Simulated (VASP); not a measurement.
# Pb (Fm-3m) in VASP: single point with r2SCAN

Aim: the single point of Pb with r2SCAN.

All numbers are computed with VASP 6.6.1; they aren't measurements. Logs are shortened: lines on timing, memory, paths and dates and some standing lists are left out, and cuts for length are marked.

## 1. The cell of the first run

It takes space group Fm-3m (No. 225, cubic). Conventional cell: a = 4.996 Å, b = 4.996 Å, c = 4.996 Å, α = 90.00°, β = 90.00°, γ = 90.00°. Pb (site symmetry m-3m) has 12 Pb at 3.53 Å within 4.6 Å.

## 2. Single point, r2SCAN

The input, POSCAR:

```
Pb
1.0
    0.0000000000      2.4981950000      2.4981950000
    2.4981950000      0.0000000000      2.4981950000
    2.4981950000      2.4981950000      0.0000000000
Pb
1
Direct
    0.0000000000      0.0000000000      0.0000000000
```

The input, INCAR.step1:

```
SYSTEM = Pb
ALGO = Normal ; EDIFF = 1E-5
ENCUT = 550 ; GGA = PE
GGA_COMPAT = .False. ; ISMEAR = 1
LASPH = .True. ; LCHARG = .False.
LREAL = .False. ; LWAVE = .True.
NBANDS = 13 ; NELM = 120
PREC = Accurate ; SIGMA = 0.0101
```

The input, INCAR.step2:

```
SYSTEM = Pb
ALGO = Normal ; EDIFF = 1E-6
ENCUT = 550 ; GGA_COMPAT = .False.
ISIF = 2 ; ISMEAR = 1
ISTART = 1 ; LASPH = .True.
LCHARG = .False. ; LMIXTAU = .True.
LREAL = .False. ; LWAVE = .False.
METAGGA = R2SCAN ; NBANDS = 13
NELM = 120 ; PREC = Accurate
SIGMA = 0.0101
```

The input, KPOINTS:

```
k-points
0
Gamma
  9 9 9
  0 0 0
```

Potentials or basis: VASP PAW PBE potentials, release 64 (Pb_d).

On the command line:

```sh
cat potpaw_PBE.64/Pb_d/POTCAR > POTCAR
cp INCAR.step1 INCAR
mpirun -np 1 vasp_std > vasp.out
cp INCAR.step2 INCAR
mpirun -np 1 vasp_std > vasp.out
```

OUTCAR:

```text
SYSTEM = Pb
   EDIFF = 1E-6
   ENCUT = 550
   ISIF = 2
   ISMEAR = 1
   ISTART = 1
   LASPH = .True.
   LREAL = .False.
   METAGGA = R2SCAN
   NELM = 120
   PREC = Accurate

 ion  position               nearest neighbor table
   1  0.000  0.000  0.000-

  LATTYP: Found a face centered cubic cell.
 ALAT       =     4.9963900000

  Lattice vectors:

 A1 = (   0.0000000000,   2.4981950000,   2.4981950000)
 A2 = (   2.4981950000,   0.0000000000,   2.4981950000)
 A3 = (   2.4981950000,   2.4981950000,   0.0000000000)

Analysis of symmetry for initial positions (statically):
=====================================================================
 Subroutine PRICEL returns:
 Original cell was already a primitive cell.

 Routine SETGRP: Setting up the symmetry group for a
 face centered cubic supercell.

 Subroutine GETGRP returns: Found 48 space group operations
 (whereof 48 operations were pure point group operations)
 out of a pool of 48 trial point group operations.

The static configuration has the point symmetry O_h .

Analysis of symmetry for dynamics (positions and initial velocities):
=====================================================================
 Subroutine PRICEL returns:
 Original cell was already a primitive cell.

 Routine SETGRP: Setting up the symmetry group for a
 face centered cubic supercell.

 Subroutine GETGRP returns: Found 48 space group operations
 (whereof 48 operations were pure point group operations)
 out of a pool of 48 trial point group operations.

The dynamic configuration has the point symmetry O_h .

 Subroutine INISYM returns: Found 48 space group operations
 (whereof 48 operations are pure point group operations),
 and found     1 'primitive' translations

----------------------------------------------------------------------------------------

                                     Primitive cell

  volume of cell :      31.1824

  direct lattice vectors                    reciprocal lattice vectors
     0.000000000  2.498195000  2.498195000    -0.200144504  0.200144504  0.200144504
     2.498195000  0.000000000  2.498195000     0.200144504 -0.200144504  0.200144504
     2.498195000  2.498195000  0.000000000     0.200144504  0.200144504 -0.200144504

  length of vectors
     3.532981250  3.532981250  3.532981250     0.346660450  0.346660450  0.346660450

  position of ions in fractional coordinates (direct lattice)
     0.000000000  0.000000000  0.000000000

  ion indices of the primitive-cell ions
   primitive index   ion index
                 1           1

----------------------------------------------------------------------------------------

 KPOINTS: k-points

Automatic generation of k-mesh.
 Grid dimensions read from file:
 generate k-points for:    9    9    9

 Generating k-lattice:

  Cartesian coordinates                     Fractional coordinates (reciprocal lattice)
    -0.022238278  0.022238278  0.022238278     0.111111111  0.000000000  0.000000000
     0.022238278 -0.022238278  0.022238278     0.000000000  0.111111111  0.000000000
     0.022238278  0.022238278 -0.022238278     0.000000000  0.000000000  0.111111111

  Length of vectors
     0.038517828  0.038517828  0.038517828

  Shift w.r.t. Gamma in fractional coordinates (k-lattice)
     0.000000000  0.000000000  0.000000000

 Subroutine IBZKPT returns following result:
 ===========================================

 Found     35 irreducible k-points:

 Following reciprocal coordinates:
            Coordinates               Weight
  0.000000  0.000000  0.000000      1.000000
  0.111111  0.000000  0.000000      8.000000
  0.222222  0.000000  0.000000      8.000000
  0.333333  0.000000  0.000000      8.000000
  0.444444  0.000000  0.000000      8.000000
  0.111111  0.111111  0.000000      6.000000
[... 16 lines left out ...]
 -0.333333  0.333333  0.000000     12.000000
  0.444444  0.444444  0.000000      6.000000
 [... further k-points ...]
   k-points           NKPTS =     35   k-points in BZ     NKDIM =     35   number of bands    NBANDS=     13
   number of dos      NEDOS =    301   number of ions     NIONS =      1
   total plane-waves  NPLWV =  21952
   dimension x,y,z NGX =    28 NGY =   28 NGZ =   28
   dimension x,y,z NGXF=    56 NGYF=   56 NGZF=   56
   ions per type =               1
   NGX,Y,Z   is equivalent  to a cutoff of  13.18, 13.18, 13.18 a.u.
   NGXF,Y,Z  is equivalent  to a cutoff of  26.35, 26.35, 26.35 a.u.
 SYSTEM =  Pb
   PREC   = accura    normal or accurate (medium, high low for compatibility)
   ISTART =      1    job   : 0-new  1-cont  2-samecut
   ICHARG =      0    charge: 1-file 2-atom 10-const
   ISPIN  =      1    spin polarized calculation?
   LNONCOLLINEAR =      F non collinear calculations
   LSORBIT =      F    spin-orbit coupling
   LASPH  =      T    aspherical Exc in radial PAW
   ENCUT  =  550.0 eV  40.42 Ry    6.36 a.u.   6.76  6.76  6.76*2*pi/ulx,y,z
   NELM   =    120;   NELMIN=  2; NELMDL=  0     # of ELM steps
   EDIFF  = 0.1E-05   stopping-criterion for ELM
   LREAL  =      F    real-space projection
   EDIFFG = 0.1E-04   stopping-criterion for IOM
   NSW    =      0    number of steps for IOM
   IBRION =     -1    ionic relax: 0-MD 1-quasi-New 2-CG
   NFREE  =      0    steps in history (QN), initial steepest desc. (CG)
   ISIF   =      2    stress and relaxation
   ISYM   =      2    0-nonsym 1-usesym 2-fastsym
   POTIM  = 0.5000    time-step for ionic-motion
   TEBEG  =    0.0;   TEEND  =   0.0 temperature during run
   PSTRESS=    0.0 pullay stress
   NELECT =      14.0000    total number of electrons
   NUPDOWN=      -1.0000    fix difference up-down
   EMIN   =  10.00;   EMAX   =-10.00  energy-range for DOS
   EFERMI =   0.00;   METHOD = LEGACY
   ISMEAR =     1;   SIGMA  =   0.01  broadening in eV -4-tet -1-fermi 0-gaus
   EFERMI_NEDOS =   21; number of points for ismear=-14 and -15
   IALGO  =     38    algorithm
   IMIX   =      4    mixing-type and parameters
     AMIX     =   0.40;   BMIX     =  1.00
     AMIX_MAG =   1.60;   BMIX_MAG =  1.00
  volume/ion in A,a.u.               =      31.18       210.43
  Fermi-wavevector in a.u.,A,eV,Ry     =   1.253568  2.368900 21.380635  1.571432
  Thomas-Fermi vector in A             =   2.387414
   LORBIT       =      0    0 simple, 1 ext, 2 COOP (PROOUT), +10 PAW based schemes
   METAGGA = R2SCAN    functional components
   LHFCALC =     F    Hartree Fock is set to
   AEXX    =    0.0000 exact exchange contribution
   IVDW    =     0    specifies the selected vdW correction
   LEPSILON=     F    determine dielectric tensor
   LRPA    =     F    only Hartree local field effects (RPA)
 non-spin polarized calculation
 Methfessel and Paxton  Order N= 1 SIGMA  =   0.01
  energy-cutoff  :      550.00
  volume of cell :       31.18
 maximum number of plane-waves:       941
   NGX = 13   NGY = 13   NGZ = 13

 number of electron      14.0000001 magnetization

 Free energy of the ion-electron system (eV)
  ---------------------------------------------------
  ext. energy  EPLUGINS =         0.00000000
  ---------------------------------------------------
  free energy    TOTEN  =       -56.29501087 eV

  energy without entropy =      -56.29491776  energy(sigma->0) =      -56.29497983

 E-fermi :   6.7714     XC(G=0): -10.7777

 val. band max:        6.5361936876   @ k =  -0.3333   0.3333   0.1111
 cond. band min:       6.7718593727   @ k =  -0.2222   0.3333   0.1111
 fundamental gap:      0.2356656851
 Fermi energy:         6.7713614292

 k-point     1 :       0.0000    0.0000    0.0000
  band No.  band energies     occupation
      1     -10.7949      2.00000
      2     -10.7949      2.00000
      3     -10.7949      2.00000
      4     -10.6588      2.00000
      5     -10.6588      2.00000
      6      -5.1922      2.00000
      7      14.4161      0.00000
      8      14.4161      0.00000
      9      14.4161      0.00000
     10      17.3147      0.00000
     11      18.8344      0.00000
     12      19.8083      0.00000
     13      19.8083      0.00000

 k-point     2 :       0.1111    0.0000    0.0000
  band No.  band energies     occupation
      1     -10.7953      2.00000
      2     -10.7787      2.00000
      3     -10.7787      2.00000
      4     -10.6587      2.00000
      5     -10.6587      2.00000
      6      -4.9495      2.00000
      7      12.0642      0.00000
      8      14.1282      0.00000
      9      14.1282      0.00000
     10      16.8306      0.00000
     11      19.8207      0.00000
     12      20.3160      0.00000
     13      20.3160      0.00000

 k-point     3 :       0.2222    0.0000    0.0000
  band No.  band energies     occupation
      1     -10.7999      2.00000
      2     -10.7597      2.00000
      3     -10.7597      2.00000
      4     -10.6358      2.00000
      5     -10.6358      2.00000
      6      -4.2249      2.00000
      7       8.5395      0.00000
      8      13.5176      0.00000
      9      13.5176      0.00000
     10      16.4330      0.00000
     11      19.4372      0.00000
     12      20.0223      0.00000
     13      20.0223      0.00000
[... 305 lines left out ...]
 k-point    23 :      -0.3333    0.3333    0.0000
  band No.  band energies     occupation
      1     -10.8477      2.00000
      2     -10.6921      2.00000
      3     -10.6467      2.00000
      4     -10.6262      2.00000
      5     -10.5621      2.00000
      6      -0.5629      2.00000
      7       5.1120      2.00000
      8       5.3301      2.00000
      9      10.6277      0.00000
     10      14.2557      0.00000
     11      21.2364      0.00000
     12      22.9461      0.00000
     13      22.9903      0.00000

 k-point    24 :       0.4444    0.4444    0.0000
  band No.  band energies     occupation
      1     -10.9503      2.00000
      2     -10.8567      2.00000
      3     -10.5407      2.00000
      4     -10.5008      2.00000
      5     -10.5008      2.00000
      6      -0.5406      2.00000
      7       4.1199      2.00000
      8       9.1052      0.00000
      9       9.1052      0.00000
     10      12.8432      0.00000
     11      13.8987      0.00000
     12      26.0445      0.00000
     13      27.6675      0.00000

 [... further k-points ...]

------------------------ aborting loop because EDIFF is reached ----------------------------------------

  FORCE on cell =-STRESS in cart. coord.  units (eV):
  Direction    XX          YY          ZZ          XY          YZ          ZX
  --------------------------------------------------------------------------------------
  -------------------------------------------------------------------------------------
  Total       -0.0492011     -0.0492011     -0.0492011      0.0000000      0.0000000      0.0000000
  in kB       -2.5279950     -2.5279950     -2.5279950      0.0000000      0.0000000      0.0000000
  external PRESSURE =      -2.5279950 kB  Pullay stress =       0.0000000 kB

 VOLUME and BASIS-vectors are now :
 -----------------------------------------------------------------------------
  energy-cutoff  :      550.00
  volume of cell :       31.18
      direct lattice vectors                 reciprocal lattice vectors
     0.000000000  2.498195000  2.498195000    -0.200144504  0.200144504  0.200144504
     2.498195000  0.000000000  2.498195000     0.200144504 -0.200144504  0.200144504
     2.498195000  2.498195000  0.000000000     0.200144504  0.200144504 -0.200144504

 POSITION                                       TOTAL-FORCE (eV/Angst)
 -----------------------------------------------------------------------------------
      0.00000      0.00000      0.00000        -0.000000      0.000000     -0.000000
 -----------------------------------------------------------------------------------
    total drift:                               -0.000000     -0.000000     -0.000000

  FREE ENERGIE OF THE ION-ELECTRON SYSTEM (eV)
  ---------------------------------------------------
  free  energy   TOTEN  =       -56.2950108733 eV

  energy  without entropy=      -56.2949177565  energy(sigma->0) =      -56.29497983
```

Wall time 2.1 min (1 thread of Intel Xeon 8259CL, shared host); peak memory 0.17 GiB.

Results:

```
Free energy            : -56.2950 eV
Pressure               : -0.3 GPa
Band gap on the k mesh : zero (band 7 reaches 14.42 eV, above the bottom of band 8 at 5.33 eV)
```

Levels at points of the mesh, in eV from the Fermi level:
| k point | band 5 | band 6 | band 7 | band 8 | band 9 | band 10 |
| --- | --- | --- | --- | --- | --- | --- |
| (0.00, 0.00, 0.00) | -17.43 | -11.96 | 7.64 | 7.64 | 7.64 | 10.54 |

Caveat: the PAW data sets were made with another functional, which shifts forces and pressure a little; spin-orbit coupling is left out, which moves the levels of the heavy elements.
